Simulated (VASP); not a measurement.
The system is Pd.

```xyz
4
Lattice="2.7626 0.0000 0.0000 -1.3813 2.3924 0.0000 0.0000 0.0000 9.1184" Properties=species:S:1:pos:R:3 pbc="T T T"
Pd    0.0000    0.0000    0.0000
Pd    0.0000    1.5950    2.2796
Pd    0.0000    0.0000    4.5592
Pd    1.3813    0.7975    6.8388
```

* Program: VASP 6.6.1
* Task: relaxation of cell and atoms
* Functional: PBE
* Potentials or basis: VASP PAW PBE potentials, release 64 (Pd)
* Cutoff: 600 eV
* k mesh: 18 × 18 × 6
* Occupations: gaussian, width 0.1 eV
* Spin: no spin polarisation

At the start: pressure 3.0 GPa; volume 15.07 Å³/atom.

Problem. How do energy, volume and symmetry change on relaxing?

Solution. Over 3 steps the energy falls by 2.3 meV/atom and the volume is 15.32 Å³/atom (+1.7 %); space group P6_3/mmc (No. 194, to 0.05 Å).

The path:
| step | energy change (eV) | largest force (eV/Å) | pressure (GPa) | volume (Å³) |
| --- | --- | --- | --- | --- |
| 1 | 0.0000 | 0.0000 | 2.98 | 60.27 |
| 2 | 0.0079 | 0.0000 | -3.68 | 62.74 |
| 3 | -0.0093 | 0.0000 | -0.01 | 61.29 |

Final structure:
```
CELL_PARAMETERS angstrom
2.77822 0.00000 0.00000
-1.38911 2.40601 0.00000
0.00000 0.00000 9.16975
ATOMIC_POSITIONS crystal
Pd 0.00000 0.00000 0.00000
Pd 0.33333 0.66667 0.25000
Pd 0.00000 0.00000 0.50000
Pd 0.66667 0.33333 0.75000
```
